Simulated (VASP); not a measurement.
# TePb (Cmm2) in VASP: single point with PBEsol

Aim: the single point of TePb with PBEsol.

Everything below comes from runs of VASP 6.6.1. Logs are shortened: lines on timing, memory, paths and dates and some standing lists are left out, and cuts for length are marked.

### 1 The cell of the first run

Symmetry: Cmm2, No. 35, orthorhombic system. The conventional cell has a = 5.611 Å, b = 6.063 Å, c = 4.224 Å, α = 90.00°, β = 90.00°, γ = 90.00°. Te (site symmetry mm2) has 8 Pb at 3.39 to 3.82 Å and 6 Te at 4.13 to 4.22 Å within 4.5 Å. Within 4.5 Å of Pb (site symmetry mm2) lie 8 Te at 3.39 to 3.82 Å and 6 Pb at 4.13 to 4.22 Å.

### 2 Single point, PBEsol (strained and its atoms moved)

INCAR reads:

```
PREC = Accurate
ENCUT = 520
EDIFF = 1E-7
ISMEAR = 0
SIGMA = 0.1
LREAL = False
LASPH = True
NELM = 60
ALGO = Normal
ISIF = 2
LWAVE = False
LCHARG = False
GGA = PS
NBANDS = 17
```

KPOINTS reads:

```
Automatic mesh
0
Gamma
  10 10 10
```

POSCAR reads:

```
TePb
1.0
    4.1273584688     -0.1600914800      0.0000000000
   -0.1600914800      4.1273584688      0.0000000000
    0.0000000000      0.0000000000      4.2237335397
Te Pb
1 1
Direct
    0.5000000000      0.5000000000      0.5249857144
    0.0000000000      0.0000000000     -0.0249857144
```

Potentials or basis: VASP PAW PBE potentials, release 64 (Te, Pb_d).

The run is started by

```console
$ cat potpaw_PBE.64/Te/POTCAR potpaw_PBE.64/Pb_d/POTCAR > POTCAR
$ mpirun -np 1 vasp_std > vasp.out
```

OUTCAR:

```text
PREC = Accurate
   ENCUT = 520
   EDIFF = 1E-7
   ISMEAR = 0
   LREAL = False
   LASPH = True
   NELM = 60
   ISIF = 2
   GGA = PS

 ion  position               nearest neighbor table
   1  0.500  0.500  0.525-   2 3.39   2 3.39   2 3.58   2 3.58   2 3.64   2 3.64   2 3.82   2 3.82

   2  0.000  0.000  0.975-   1 3.39   1 3.39   1 3.58   1 3.58   1 3.64   1 3.64   1 3.82   1 3.82

  LATTYP: Found a base centered orthorhombic cell.
 ALAT       =     5.6105627811
 B/A-ratio  =     1.0807061791
 C/A-ratio  =     0.7528181583

  Lattice vectors:

 A1 = (   4.1273584688,  -0.1600914800,   0.0000000000)
 A2 = (  -0.1600914800,   4.1273584688,   0.0000000000)
 A3 = (   0.0000000000,   0.0000000000,   4.2237335397)

Analysis of symmetry for initial positions (statically):
=====================================================================
 Subroutine PRICEL returns:
 Original cell was already a primitive cell.

 Routine SETGRP: Setting up the symmetry group for a
 base centered orthorhombic supercell.

 Subroutine GETGRP returns: Found  4 space group operations
 (whereof  4 operations were pure point group operations)
 out of a pool of  8 trial point group operations.

The static configuration has the point symmetry C_2v.

Analysis of symmetry for dynamics (positions and initial velocities):
=====================================================================
 Subroutine PRICEL returns:
 Original cell was already a primitive cell.

 Routine SETGRP: Setting up the symmetry group for a
 base centered orthorhombic supercell.

 Subroutine GETGRP returns: Found  4 space group operations
 (whereof  4 operations were pure point group operations)
 out of a pool of  8 trial point group operations.

The dynamic configuration has the point symmetry C_2v.

 Subroutine INISYM returns: Found  4 space group operations
 (whereof  4 operations are pure point group operations),
 and found     1 'primitive' translations

----------------------------------------------------------------------------------------

                                     Primitive cell

  volume of cell :      71.8434

  direct lattice vectors                    reciprocal lattice vectors
     4.127358469 -0.160091480  0.000000000     0.242650784  0.009411909  0.000000000
    -0.160091480  4.127358469  0.000000000     0.009411909  0.242650784  0.000000000
     0.000000000  0.000000000  4.223733540     0.000000000  0.000000000  0.236757359

  length of vectors
     4.130462106  4.130462106  4.223733540     0.242833249  0.242833249  0.236757359

  position of ions in fractional coordinates (direct lattice)
     0.500000000  0.500000000  0.524985714
     0.000000000  0.000000000  0.975014286

  ion indices of the primitive-cell ions
   primitive index   ion index
                 1           1
                 2           2

----------------------------------------------------------------------------------------

 KPOINTS: Automatic mesh

Automatic generation of k-mesh.
 Grid dimensions read from file:
 generate k-points for:   10   10   10

 Generating k-lattice:

  Cartesian coordinates                     Fractional coordinates (reciprocal lattice)
     0.024265078  0.000941191  0.000000000     0.100000000  0.000000000  0.000000000
     0.000941191  0.024265078  0.000000000     0.000000000  0.100000000  0.000000000
     0.000000000  0.000000000  0.023675736     0.000000000  0.000000000  0.100000000

  Length of vectors
     0.024283325  0.024283325  0.023675736

  Shift w.r.t. Gamma in fractional coordinates (k-lattice)
     0.000000000  0.000000000  0.000000000

 Subroutine IBZKPT returns following result:
 ===========================================

 Found    186 irreducible k-points:

 Following reciprocal coordinates:
            Coordinates               Weight
  0.000000  0.000000  0.000000      1.000000
  0.100000  0.000000  0.000000      4.000000
  0.200000  0.000000  0.000000      4.000000
  0.300000  0.000000  0.000000      4.000000
  0.400000  0.000000  0.000000      4.000000
  0.500000  0.000000  0.000000      2.000000
[... 16 lines left out ...]
  0.300000  0.300000  0.000000      2.000000
  0.400000  0.300000  0.000000      4.000000
 [... further k-points ...]
   k-points           NKPTS =    186   k-points in BZ     NKDIM =    186   number of bands    NBANDS=     17
   number of dos      NEDOS =    301   number of ions     NIONS =      2
   total plane-waves  NPLWV =  32768
   dimension x,y,z NGX =    32 NGY =   32 NGZ =   32
   dimension x,y,z NGXF=    64 NGYF=   64 NGZF=   64
   ions per type =               1   1
   NGX,Y,Z   is equivalent  to a cutoff of  12.88, 12.88, 12.60 a.u.
   NGXF,Y,Z  is equivalent  to a cutoff of  25.76, 25.76, 25.19 a.u.
 SYSTEM =  unknown system
   PREC   = accura    normal or accurate (medium, high low for compatibility)
   ISTART =      0    job   : 0-new  1-cont  2-samecut
   ICHARG =      2    charge: 1-file 2-atom 10-const
   ISPIN  =      1    spin polarized calculation?
   LNONCOLLINEAR =      F non collinear calculations
   LSORBIT =      F    spin-orbit coupling
   LASPH  =      T    aspherical Exc in radial PAW
   ENCUT  =  520.0 eV  38.22 Ry    6.18 a.u.   7.68  7.68  7.85*2*pi/ulx,y,z
   NELM   =     60;   NELMIN=  2; NELMDL= -5     # of ELM steps
   EDIFF  = 0.1E-06   stopping-criterion for ELM
   LREAL  =      F    real-space projection
   EDIFFG = 0.1E-05   stopping-criterion for IOM
   NSW    =      0    number of steps for IOM
   IBRION =     -1    ionic relax: 0-MD 1-quasi-New 2-CG
   NFREE  =      0    steps in history (QN), initial steepest desc. (CG)
   ISIF   =      2    stress and relaxation
   ISYM   =      2    0-nonsym 1-usesym 2-fastsym
   POTIM  = 0.5000    time-step for ionic-motion
   TEBEG  =    0.0;   TEEND  =   0.0 temperature during run
   PSTRESS=    0.0 pullay stress
   NELECT =      20.0000    total number of electrons
   NUPDOWN=      -1.0000    fix difference up-down
   EMIN   =  10.00;   EMAX   =-10.00  energy-range for DOS
   EFERMI =   0.00;   METHOD = LEGACY
   ISMEAR =     0;   SIGMA  =   0.10  broadening in eV -4-tet -1-fermi 0-gaus
   EFERMI_NEDOS =   21; number of points for ismear=-14 and -15
   IALGO  =     38    algorithm
   IMIX   =      4    mixing-type and parameters
     AMIX     =   0.40;   BMIX     =  1.00
     AMIX_MAG =   1.60;   BMIX_MAG =  1.00
  volume/ion in A,a.u.               =      35.92       242.41
  Fermi-wavevector in a.u.,A,eV,Ry     =   1.068946  2.020015 15.546641  1.142646
  Thomas-Fermi vector in A             =   2.204610
   LORBIT       =      0    0 simple, 1 ext, 2 COOP (PROOUT), +10 PAW based schemes
   GGA     = PS    functional components
   LHFCALC =     F    Hartree Fock is set to
   AEXX    =    0.0000 exact exchange contribution
   IVDW    =     0    specifies the selected vdW correction
   LEPSILON=     F    determine dielectric tensor
   LRPA    =     F    only Hartree local field effects (RPA)
 non-spin polarized calculation
 Gauss-broadening in eV      SIGMA  =   0.10
  energy-cutoff  :      520.00
  volume of cell :       71.84
 maximum number of plane-waves:      1962
   NGX = 15   NGY = 15   NGZ = 15

 number of electron      19.9999998 magnetization

 Free energy of the ion-electron system (eV)
  ---------------------------------------------------
  ext. energy  EPLUGINS =         0.00000000
  ---------------------------------------------------
  free energy    TOTEN  =        -7.64403101 eV

  energy without entropy =       -7.63809989  energy(sigma->0) =       -7.64106545

 E-fermi :   4.9570     XC(G=0):  -9.3134

 val. band max:        4.9541858550   @ k =   0.5000   0.0000   0.1000
 cond. band min:       4.9582733349   @ k =   0.2000   0.0000   0.5000
 fundamental gap:      0.0040874798
 Fermi energy:         4.9570397227

 k-point     1 :       0.0000    0.0000    0.0000
  band No.  band energies     occupation
      1     -12.0952      2.00000
      2     -12.0923      2.00000
      3     -12.0423      2.00000
      4     -12.0333      2.00000
      5     -12.0319      2.00000
      6      -6.5384      2.00000
[... 9 lines left out ...]
     16      13.3244      0.00000
     17      15.2645      0.00000

 k-point     2 :       0.1000    0.0000    0.0000
  band No.  band energies     occupation
      1     -12.0934      2.00000
      2     -12.0892      2.00000
      3     -12.0432      2.00000
      4     -12.0347      2.00000
      5     -12.0326      2.00000
      6      -6.4690      2.00000
[... 9 lines left out ...]
     16      13.8690      0.00000
     17      14.9671      0.00000

 k-point     3 :       0.2000    0.0000    0.0000
  band No.  band energies     occupation
      1     -12.0927      2.00000
      2     -12.0770      2.00000
      3     -12.0461      2.00000
      4     -12.0385      2.00000
      5     -12.0339      2.00000
      6      -6.2667      2.00000
[... 9 lines left out ...]
     16      14.1116      0.00000
     17      14.7200      0.00000

 k-point     4 :       0.3000    0.0000    0.0000
  band No.  band energies     occupation
      1     -12.0924      2.00000
      2     -12.0617      2.00000
      3     -12.0507      2.00000
      4     -12.0429      2.00000
      5     -12.0344      2.00000
      6      -5.9558      2.00000
[... 9 lines left out ...]
     16      13.0779      0.00000
     17      15.0330      0.00000
[... 343 lines left out ...]
      1     -12.0831      2.00000
      2     -12.0685      2.00000
      3     -12.0487      2.00000
      4     -12.0461      2.00000
      5     -12.0364      2.00000
      6      -6.0626      2.00000
[... 9 lines left out ...]
     16      12.8834      0.00000
     17      13.6156      0.00000

 k-point    23 :       0.3000    0.3000    0.0000
  band No.  band energies     occupation
      1     -12.0778      2.00000
      2     -12.0548      2.00000
      3     -12.0524      2.00000
      4     -12.0445      2.00000
      5     -12.0420      2.00000
      6      -5.3846      2.00000
[... 9 lines left out ...]
     16      12.7070      0.00000
     17      14.3570      0.00000

 k-point    24 :       0.4000    0.3000    0.0000
  band No.  band energies     occupation
      1     -12.0779      2.00000
      2     -12.0587      2.00000
      3     -12.0547      2.00000
      4     -12.0427      2.00000
      5     -12.0337      2.00000
      6      -5.1570      2.00000
[... 9 lines left out ...]
     16      12.8308      0.00000
     17      14.2778      0.00000

 [... further k-points ...]

------------------------ aborting loop because EDIFF is reached ----------------------------------------

  FORCE on cell =-STRESS in cart. coord.  units (eV):
  Direction    XX          YY          ZZ          XY          YZ          ZX
  --------------------------------------------------------------------------------------
  -------------------------------------------------------------------------------------
  Total       -2.3994374     -2.3994374     -2.4286170      0.0736023      0.0000000      0.0000000
  in kB      -53.5097592    -53.5097592    -54.1604941      1.6414017      0.0000000      0.0000000
  external PRESSURE =     -53.7266708 kB  Pullay stress =       0.0000000 kB

 VOLUME and BASIS-vectors are now :
 -----------------------------------------------------------------------------
  energy-cutoff  :      520.00
  volume of cell :       71.84
      direct lattice vectors                 reciprocal lattice vectors
     4.127358469 -0.160091480  0.000000000     0.242650784  0.009411909  0.000000000
    -0.160091480  4.127358469  0.000000000     0.009411909  0.242650784  0.000000000
     0.000000000  0.000000000  4.223733540     0.000000000  0.000000000  0.236757359

 POSITION                                       TOTAL-FORCE (eV/Angst)
 -----------------------------------------------------------------------------------
      1.98363      1.98363      2.21740        -0.000000      0.000000      0.238766
      0.00000      0.00000      4.11820         0.000000      0.000000     -0.238766
 -----------------------------------------------------------------------------------
    total drift:                                0.000000      0.000000     -0.000074

  FREE ENERGIE OF THE ION-ELECTRON SYSTEM (eV)
  ---------------------------------------------------
  free  energy   TOTEN  =        -7.6440310053 eV

  energy  without entropy=       -7.6380998881  energy(sigma->0) =       -7.64106545
```

Wall time 5.6 min (1 thread of Intel Xeon 8259CL, shared host); peak memory 0.35 GiB.

What came out:

* Free energy: -7.6440 eV
* Pressure: -5.4 GPa
* Largest force: 0.239 eV/Å
* Band gap on the k mesh: zero (bands 10 and 11 overlap by 0.94 eV)

Forces in eV/Å, atoms in the order of the input:
```
Te   0.000  0.000  0.239
Pb   0.000  0.000 -0.239
```

Stress tensor (GPa, compression positive):
```
-5.35  0.16  0.00
 0.16 -5.35  0.00
 0.00  0.00 -5.42
```

Caveat: the cell differs from its parent crystal (strained and its atoms moved); the cell stands under tension; the PAW data sets were made with another functional, which shifts forces and pressure a little; spin-orbit coupling is left out, which moves the levels of the heavy elements.
